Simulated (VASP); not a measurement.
# NaCl (Fm-3m) in VASP: notebook

The runs below take NaCl through single point, with PBE+D4, revPBE, BLYP, BHLYP.

Everything below comes from runs of VASP 6.6.1. Logs are shortened: lines on timing, memory, paths and dates and some standing lists are left out, and cuts for length are marked.

### Step 1. The cell of the first run

The structure is cubic, space group Fm-3m (No. 225). The conventional cell has a = 5.635 Å, b = 5.635 Å, c = 5.635 Å, α = 90.00°, β = 90.00°, γ = 90.00°. Within 3.7 Å of Cl (site symmetry m-3m) lie 6 Na at 2.82 Å. Na (site symmetry m-3m) has 6 Cl at 2.82 Å within 3.7 Å.

### Step 2. Single point, PBE+D4

Contents of INCAR:

```
SYSTEM = NaCl
PREC     = Accurate       ! precision mode
ENCUT    = 520            ! plane-wave cutoff, eV
EDIFF    = 1E-7           ! SCF threshold, eV
ISMEAR   = -1             ! smearing method
SIGMA    = 0.05           ! smearing width, eV
LREAL    = .FALSE.        ! projectors in reciprocal space
LASPH    = .TRUE.         ! aspherical terms in the spheres
NELM     = 80             ! most SCF steps
ALGO     = Normal         ! electronic algorithm
ISIF     = 2              ! what is computed and relaxed
LWAVE    = .FALSE.        ! write WAVECAR
LCHARG   = .FALSE.        ! write CHGCAR
GGA      = PE             ! functional
IVDW     = 13             ! dispersion correction
NBANDS   = 14             ! bands
```

Contents of KPOINTS:

```
regular mesh
0
G
  8 8 8
  0 0 0
```

Contents of POSCAR:

```
NaCl
1.0
    0.0000000000      2.8177239768      2.8177239768
    2.8177239768      0.0000000000      2.8177239768
    2.8177239768      2.8177239768      0.0000000000
Cl Na
1 1
Direct
    0.5000000000      0.5000000000      0.5000000000
    0.0000000000      0.0000000000      0.0000000000
```

Potentials or basis: VASP PAW PBE potentials, release 64 (Cl, Na_pv).

Command:

```sh
$ cat potpaw_PBE.64/Cl/POTCAR potpaw_PBE.64/Na_pv/POTCAR > POTCAR
$ mpirun -np 1 vasp_std > vasp.out
```

OUTCAR:

```text
SYSTEM = NaCl
   PREC = Accurate
   ENCUT = 520
   EDIFF = 1E-7
   ISMEAR = -1
   LREAL = .FALSE.
   LASPH = .TRUE.
   NELM = 80
   ISIF = 2
   GGA = PE
   IVDW = 13

 ion  position               nearest neighbor table
   1  0.500  0.500  0.500-
   2  0.000  0.000  0.000-

  LATTYP: Found a face centered cubic cell.
 ALAT       =     5.6354479536

  Lattice vectors:

 A1 = (   0.0000000000,   2.8177239768,   2.8177239768)
 A2 = (   2.8177239768,   0.0000000000,   2.8177239768)
 A3 = (   2.8177239768,   2.8177239768,   0.0000000000)

Analysis of symmetry for initial positions (statically):
=====================================================================
 Subroutine PRICEL returns:
 Original cell was already a primitive cell.

 Routine SETGRP: Setting up the symmetry group for a
 face centered cubic supercell.

 Subroutine GETGRP returns: Found 48 space group operations
 (whereof 48 operations were pure point group operations)
 out of a pool of 48 trial point group operations.

The static configuration has the point symmetry O_h .

Analysis of symmetry for dynamics (positions and initial velocities):
=====================================================================
 Subroutine PRICEL returns:
 Original cell was already a primitive cell.

 Routine SETGRP: Setting up the symmetry group for a
 face centered cubic supercell.

 Subroutine GETGRP returns: Found 48 space group operations
 (whereof 48 operations were pure point group operations)
 out of a pool of 48 trial point group operations.

The dynamic configuration has the point symmetry O_h .

 Subroutine INISYM returns: Found 48 space group operations
 (whereof 48 operations are pure point group operations),
 and found     1 'primitive' translations

----------------------------------------------------------------------------------------

                                     Primitive cell

  volume of cell :      44.7430

  direct lattice vectors                    reciprocal lattice vectors
     0.000000000  2.817723977  2.817723977    -0.177448183  0.177448183  0.177448183
     2.817723977  0.000000000  2.817723977     0.177448183 -0.177448183  0.177448183
     2.817723977  2.817723977  0.000000000     0.177448183  0.177448183 -0.177448183

  length of vectors
     3.984863463  3.984863463  3.984863463     0.307349269  0.307349269  0.307349269

  position of ions in fractional coordinates (direct lattice)
     0.500000000  0.500000000  0.500000000
     0.000000000  0.000000000  0.000000000

  ion indices of the primitive-cell ions
   primitive index   ion index
                 1           1
                 2           2

----------------------------------------------------------------------------------------

 KPOINTS: regular mesh

Automatic generation of k-mesh.
 Grid dimensions read from file:
 generate k-points for:    8    8    8

 Generating k-lattice:

  Cartesian coordinates                     Fractional coordinates (reciprocal lattice)
    -0.022181023  0.022181023  0.022181023     0.125000000  0.000000000  0.000000000
     0.022181023 -0.022181023  0.022181023     0.000000000  0.125000000  0.000000000
     0.022181023  0.022181023 -0.022181023     0.000000000  0.000000000  0.125000000

  Length of vectors
     0.038418659  0.038418659  0.038418659

  Shift w.r.t. Gamma in fractional coordinates (k-lattice)
     0.000000000  0.000000000  0.000000000

 Subroutine IBZKPT returns following result:
 ===========================================

 Found     29 irreducible k-points:

 Following reciprocal coordinates:
            Coordinates               Weight
  0.000000  0.000000  0.000000      1.000000
  0.125000  0.000000  0.000000      8.000000
  0.250000  0.000000  0.000000      8.000000
  0.375000  0.000000  0.000000      8.000000
  0.500000  0.000000  0.000000      4.000000
  0.125000  0.125000  0.000000      6.000000
[... 16 lines left out ...]
  0.500000  0.250000  0.125000     48.000000
 -0.375000  0.250000  0.125000     24.000000
 [... further k-points ...]
   k-points           NKPTS =     29   k-points in BZ     NKDIM =     29   number of bands    NBANDS=     14
   number of dos      NEDOS =    301   number of ions     NIONS =      2
   total plane-waves  NPLWV =  27000
   dimension x,y,z NGX =    30 NGY =   30 NGZ =   30
   dimension x,y,z NGXF=    60 NGYF=   60 NGZF=   60
   ions per type =               1   1
   NGX,Y,Z   is equivalent  to a cutoff of  12.52, 12.52, 12.52 a.u.
   NGXF,Y,Z  is equivalent  to a cutoff of  25.03, 25.03, 25.03 a.u.
 SYSTEM =  NaCl
   PREC   = accura    normal or accurate (medium, high low for compatibility)
   ISTART =      0    job   : 0-new  1-cont  2-samecut
   ICHARG =      2    charge: 1-file 2-atom 10-const
   ISPIN  =      1    spin polarized calculation?
   LNONCOLLINEAR =      F non collinear calculations
   LSORBIT =      F    spin-orbit coupling
   LASPH  =      T    aspherical Exc in radial PAW
   ENCUT  =  520.0 eV  38.22 Ry    6.18 a.u.   7.41  7.41  7.41*2*pi/ulx,y,z
   NELM   =     80;   NELMIN=  2; NELMDL= -5     # of ELM steps
   EDIFF  = 0.1E-06   stopping-criterion for ELM
   LREAL  =      F    real-space projection
   EDIFFG = 0.1E-05   stopping-criterion for IOM
   NSW    =      0    number of steps for IOM
   IBRION =     -1    ionic relax: 0-MD 1-quasi-New 2-CG
   NFREE  =      0    steps in history (QN), initial steepest desc. (CG)
   ISIF   =      2    stress and relaxation
   ISYM   =      2    0-nonsym 1-usesym 2-fastsym
   POTIM  = 0.5000    time-step for ionic-motion
   TEBEG  =    0.0;   TEEND  =   0.0 temperature during run
   PSTRESS=    0.0 pullay stress
   NELECT =      14.0000    total number of electrons
   NUPDOWN=      -1.0000    fix difference up-down
   EMIN   =  10.00;   EMAX   =-10.00  energy-range for DOS
   EFERMI =   0.00;   METHOD = LEGACY
   ISMEAR =    -1;   SIGMA  =   0.05  broadening in eV -4-tet -1-fermi 0-gaus
   EFERMI_NEDOS =   21; number of points for ismear=-14 and -15
   IALGO  =     38    algorithm
   IMIX   =      4    mixing-type and parameters
     AMIX     =   0.40;   BMIX     =  1.00
     AMIX_MAG =   1.60;   BMIX_MAG =  1.00
  volume/ion in A,a.u.               =      22.37       150.97
  Fermi-wavevector in a.u.,A,eV,Ry     =   1.111414  2.100267 16.806465  1.235240
  Thomas-Fermi vector in A             =   2.247976
   LORBIT       =      0    0 simple, 1 ext, 2 COOP (PROOUT), +10 PAW based schemes
   GGA     = PE    functional components
   LHFCALC =     F    Hartree Fock is set to
   AEXX    =    0.0000 exact exchange contribution
   IVDW    =    13    specifies the selected vdW correction
   LEPSILON=     F    determine dielectric tensor
   LRPA    =     F    only Hartree local field effects (RPA)
 non-spin polarized calculation
  energy-cutoff  :      520.00
  volume of cell :       44.74
 maximum number of plane-waves:      1243
 NGX is ok and might be reduce to    30
   NGX = 15   NGY = 15   NGZ = 15

 number of electron      13.9999997 magnetization

 Free energy of the ion-electron system (eV)
  ---------------------------------------------------
  ext. energy  EPLUGINS =         0.00000000
  ---------------------------------------------------
  free energy    TOTEN  =        -6.77414405 eV

  energy without entropy =       -6.77414405  energy(sigma->0) =       -6.77414405

 E-fermi :   0.3786     XC(G=0):  -8.1764

 val. band max:       -0.7178021361   @ k =   0.0000   0.0000   0.0000
 cond. band min:       4.3991053430   @ k =   0.0000   0.0000   0.0000
 fundamental gap:      5.1169074791
 Fermi energy:         0.3786162574

 k-point     1 :       0.0000    0.0000    0.0000
  band No.  band energies     occupation
      1     -21.5311      2.00000
      2     -21.5310      2.00000
      3     -21.5310      2.00000
      4     -13.3819      2.00000
      5      -0.7178      2.00000
      6      -0.7178      2.00000
      7      -0.7178      2.00000
      8       4.3991      0.00000
      9      10.4054      0.00000
     10      10.4054      0.00000
     11      10.4054      0.00000
     12      12.5691      0.00000
     13      12.5691      0.00000
     14      14.1806      0.00000

 k-point     2 :       0.1250    0.0000    0.0000
  band No.  band energies     occupation
      1     -21.5354      2.00000
      2     -21.5314      2.00000
      3     -21.5314      2.00000
      4     -13.3346      2.00000
      5      -1.0873      2.00000
      6      -0.7586      2.00000
      7      -0.7586      2.00000
      8       4.8958      0.00000
      9       9.8646      0.00000
     10      10.5980      0.00000
     11      10.5980      0.00000
     12      12.3078      0.00000
     13      12.3078      0.00000
     14      15.0951      0.00000

 k-point     3 :       0.2500    0.0000    0.0000
  band No.  band energies     occupation
      1     -21.5459      2.00000
      2     -21.5321      2.00000
      3     -21.5321      2.00000
      4     -13.2172      2.00000
      5      -1.8174      2.00000
      6      -0.8542      2.00000
      7      -0.8542      2.00000
      8       5.8725      0.00000
      9       9.3030      0.00000
     10      10.6862      0.00000
     11      10.6862      0.00000
     12      12.5247      0.00000
     13      12.5247      0.00000
     14      14.9192      0.00000
[... 324 lines left out ...]
 k-point    23 :       0.5000    0.2500    0.1250
  band No.  band energies     occupation
      1     -21.5525      2.00000
      2     -21.5387      2.00000
      3     -21.5346      2.00000
      4     -13.0491      2.00000
      5      -2.2564      2.00000
      6      -1.4041      2.00000
      7      -1.0772      2.00000
      8       7.4578      0.00000
      9       8.8590      0.00000
     10       9.2405      0.00000
     11      11.2076      0.00000
     12      13.0225      0.00000
     13      15.3805      0.00000
     14      15.8154      0.00000

 k-point    24 :      -0.3750    0.2500    0.1250
  band No.  band energies     occupation
      1     -21.5547      2.00000
      2     -21.5392      2.00000
      3     -21.5354      2.00000
      4     -13.0105      2.00000
      5      -2.3734      2.00000
      6      -1.4820      2.00000
      7      -1.1304      2.00000
      8       7.6193      0.00000
      9       8.8349      0.00000
     10       9.5544      0.00000
     11      11.0242      0.00000
     12      13.6459      0.00000
     13      14.9101      0.00000
     14      15.9356      0.00000

 [... further k-points ...]

------------------------ aborting loop because EDIFF is reached ----------------------------------------

  DFT-D4 for vdW energy calculation

  Edisp (eV):   -0.19578

  FORCE on cell =-STRESS in cart. coord.  units (eV):
  Direction    XX          YY          ZZ          XY          YZ          ZX
  --------------------------------------------------------------------------------------
  -------------------------------------------------------------------------------------
  Total      -0.00579    -0.00579    -0.00579    -0.00000    -0.00000     0.00000
  in kB      -0.20739    -0.20739    -0.20739    -0.00000    -0.00000     0.00000
  external pressure =       -0.21 kB  Pullay stress =        0.00 kB

 VOLUME and BASIS-vectors are now :
 -----------------------------------------------------------------------------
  energy-cutoff  :      520.00
  volume of cell :       44.74
      direct lattice vectors                 reciprocal lattice vectors
     0.000000000  2.817723977  2.817723977    -0.177448183  0.177448183  0.177448183
     2.817723977  0.000000000  2.817723977     0.177448183 -0.177448183  0.177448183
     2.817723977  2.817723977  0.000000000     0.177448183  0.177448183 -0.177448183

 POSITION                                       TOTAL-FORCE (eV/Angst)
 -----------------------------------------------------------------------------------
      2.81772      2.81772      2.81772         0.000000      0.000000      0.000000
      0.00000      0.00000      0.00000         0.000000      0.000000      0.000000
 -----------------------------------------------------------------------------------
    total drift:                               -0.000000      0.000000      0.000000

  FREE ENERGIE OF THE ION-ELECTRON SYSTEM (eV)
  ---------------------------------------------------
  free  energy   TOTEN  =        -6.9699191041 eV

  energy  without entropy=       -6.9699191040  energy(sigma->0) =       -6.96991910
```

Wall time 19 s (1 thread of Intel Xeon 6975P-C, shared host); peak memory 0.17 GiB.

Results:

* Free energy: -6.9699 eV
* Pressure: 0.0 GPa
* Band gap on the k mesh: 5.12 eV, direct
* Dispersion energy per atom: -0.098 eV

A k mesh can miss the band edges. A hybrid or GW would open this gap; PBE tends to underestimate it.

(Part 1 of 2 ends here.)
